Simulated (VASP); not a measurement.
Runs of VASP 6.6.1 on Bi2Se3 (Paraguanajuatite). The structure is that of space group R-3m (No. 166), or close to it. The cells are those of the table. 

| task | level | cell | cutoff (eV) | smearing | gap on the mesh (eV) | pressure (GPa) | relaxed volume (Å³/atom) | largest force (eV/Å) |
| --- | --- | --- | --- | --- | --- | --- | --- | --- |
| relaxation of cell and atoms | BLYP+D3(BJ) | relaxed from a = 9.840 Å, angles 24.3°, 5 atoms | 600 | fermi-dirac 0.05 eV | 0.15 | 0.0 | 28.35 | - |
| relaxation of cell and atoms | PBE+D3(BJ) | relaxed from a = 9.840 Å, angles 24.3°, 5 atoms | 600 | fermi-dirac 0.05 eV | 0.16 | 0.0 | (d) | - |
| relaxation of cell and atoms | PBEsol+D3(BJ) | relaxed from a = 9.840 Å, angles 24.3°, 5 atoms | 600 | fermi-dirac 0.05 eV | 0.03 | 0.0 | 26.61 | 0.01 |
| single point | PBE | a = 9.840 Å, angles 24.3°, 5 atoms | 520 | fermi-dirac 0.05 eV | 0.21 | 2.6 | - | (b) |
| single point | PBEsol+D4 | a = 9.840 Å, angles 24.3°, 5 atoms | 520 | fermi-dirac 0.02 eV | (a) | -1.6 | - | 0.16 |
| single point | BLYP | a = 9.840 Å, angles 24.3°, 5 atoms | 520 | fermi-dirac 0.05 eV | 0.26 | 6.5 | - | 0.34 |
| single point | PBE | a = 10.701 Å, angles 22.6°, 5 atoms | 520 | fermi-dirac 0.05 eV | 0.70 | 0.0 | - | 0.01 |
| single point | PBEsol | a = 9.970 Å, angles 24.3°, 5 atoms | 520 | fermi-dirac 0.05 eV | (c) | -2.5 | - | 0.21 |

Alike in all rows: potentials or basis VASP PAW PBE potentials, release 64 (Bi_d, Se); no spin polarisation; k mesh 8 × 8 × 8.

Question: Estimate the missing entries.

Answer: (a) 0.13; (b) 0.17; (c) 0.17; (d) 28.21.

Caveats: spin-orbit coupling is left out, which moves the levels of the heavy elements; the PAW data sets were made with another functional, which shifts forces and pressure a little (some runs).

A k mesh can miss the band edges, and the runs leave out spin-orbit coupling on Bi, Se.
